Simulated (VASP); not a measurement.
Input of a VASP 6.6.1 run:

The input POSCAR:

```
GaSb
1.0
    0.0000000000      3.0664655913      3.0664655913
    3.0664655913      0.0000000000      3.0664655913
    3.0664655913      3.0664655913      0.0000000000
Ga Sb
1 1
Direct
    0.0000000000      0.0000000000      0.0000000000
    0.2500000000      0.2500000000      0.2500000000
```

INCAR.step1

```
SYSTEM = GaSb
PREC = Accurate
ENCUT = 520
ISMEAR = 0
SIGMA = 0.02
LREAL = .False.
LASPH = .True.
NELM = 60
NBANDS = 16
GGA = PE
ALGO = Normal
EDIFF = 1E-4
LWAVE = .True.
LCHARG = .False.
```

File INCAR.step2:

```
SYSTEM = GaSb
PREC = Accurate
ENCUT = 520
EDIFF = 1E-6
ISMEAR = 0
SIGMA = 0.02
LREAL = .False.
LASPH = .True.
NELM = 60
ALGO = Normal
ISIF = 2
LWAVE = .False.
LCHARG = .True.
METAGGA = R2SCAN
LMIXTAU = .True.
LELF = .True.
LVHAR = .True.
NBANDS = 16
ISTART = 1
```

The input KPOINTS:

```
Automatic mesh
0
Gamma
  8 8 8
  0 0 0
```

Potentials or basis: VASP PAW PBE potentials, release 64 (Ga_d, Sb).

Launch:

```sh
$ cat potpaw_PBE.64/Ga_d/POTCAR potpaw_PBE.64/Sb/POTCAR > POTCAR
$ cp INCAR.step1 INCAR
$ mpirun -np 1 vasp_std > vasp.out
$ cp INCAR.step2 INCAR
$ mpirun -np 1 vasp_std > vasp.out
```

(1) Predict the pressure.

(2) What does it give for the band gap on the k mesh?

Answers

(1) 0.1 GPa.

(2) 0.39 eV, direct.

Caveat: the PAW data sets were made with another functional, which shifts forces and pressure a little; spin-orbit coupling is left out, which moves the levels of the heavy elements.
